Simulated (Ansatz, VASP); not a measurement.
**MnSb: VASP beside Ansatz**

```
Mn Sb
1.0
     0.00000    2.78864    2.78864
     2.78864    0.00000    2.78864
     2.78864    2.78864    0.00000
Mn Sb
1 1
Direct
  0.00000 0.00000 0.00000
  0.50000 0.50000 0.50000
```

Alike in both runs: functional PBE; k mesh 14 × 14 × 14; occupations gaussian, width 0.1 eV; collinear spin.

Ansatz relaxed the structure, and its values are those at the end. VASP's run is a single point on that final structure, the one shown.

```csv
,VASP,Ansatz
version,VASP 6.6.1,Ansatz 0.2.0
potentials or method,"VASP PAW PBE potentials, release 64 (Mn_pv, Sb), cutoff 520 eV","scalar-relativistic, plane waves, PAW"
valence electrons in the cell,18,30
```

VASP gave:

- gap on the k mesh at the Fermi level (eV): none
- pressure (GPa): 0.0
- net moment per atom (μB): 1.91
- size of the moment on the site where the two differ most (μB): 3.74

Question: Which values does Ansatz return?

Answer: gap on the k mesh at the Fermi level (eV): none; pressure (GPa): 0.0; net moment per atom (μB): 1.91; size of the moment on the site where the two differ most (μB): 3.78.

Site moments also hang on the region over which each program counts them. A gap of «none» marks a metal or a gap that the smearing closes. VASP's potentials hold 18 valence electrons a cell and Ansatz's 30, so a difference there can come from the potentials and not from the codes.

Spin-orbit coupling is off throughout.
